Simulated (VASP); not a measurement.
Input of a VASP 6.6.1 run:

The input INCAR:

```
  ALGO = Normal
  EDIFF = 1E-6
  ENCUT = 520
  GGA = PE
  ISIF = 2
  ISMEAR = -1
  LASPH = True
  LCHARG = False
  LREAL = False
  LWAVE = False
  NBANDS = 60
  NELM = 100
  PREC = Accurate
  SIGMA = 0.05
```

File KPOINTS:

```
k-points
0
Gamma
  3 3 3
```

Contents of POSCAR:

```
TiO2
1.0
   -4.3507577183      4.3507577183      1.8875555959
    4.3507577183     -4.3507577183      1.8875555959
    4.3507577183      4.3507577183     -1.8875555959
Ti O
4 8
Direct
    0.2922817050      0.9971447550      0.2894264600
    0.0028552450      0.2922817050      0.2951369500
    0.9971447550      0.7077182950      0.7048630500
    0.7077182950      0.0028552450      0.7105735400
    0.4988638250      0.8492152850      0.3480791100
    0.1616620200      0.1596026000      0.3212646200
    0.1507847150      0.4988638250      0.6496485400
    0.1596026000      0.8383379800      0.9979405800
    0.8403974000      0.1616620200      0.0020594200
    0.8492152850      0.5011361750      0.3503514600
    0.8383379800      0.8403974000      0.6787353800
    0.5011361750      0.1507847150      0.6519208900
```

Potentials or basis: VASP PAW PBE potentials, release 64 (Ti_sv, O).

The run is started by

```bash
$ cat potpaw_PBE.64/Ti_sv/POTCAR potpaw_PBE.64/O/POTCAR > POTCAR
$ mpirun -np 1 vasp_std > vasp.out
```

Task: Estimate the largest force.

Result: 0.165 eV/Å.

Task: What does it give for the band gap on the k mesh?

Result: 1.82 eV (least direct gap 2.31 eV).

Task: Estimate the pressure.

Result: 3.8 GPa.

Forces in eV/Å, atoms in the order of the input:
```
Ti  -0.028 -0.044  0.000
Ti  -0.044  0.028  0.000
Ti   0.044 -0.028  0.000
Ti   0.028  0.044  0.000
O   -0.165  0.001  0.000
O    0.012 -0.039  0.000
O    0.001  0.165  0.000
O    0.039  0.012  0.000
O   -0.039 -0.012  0.000
O   -0.001 -0.165  0.000
O   -0.012  0.039  0.000
O    0.165 -0.001  0.000
```

Caveat: the k points lie up to 0.60 Å⁻¹ apart; an odd mesh through Γ misses points on the zone boundary, where band edges can lie.
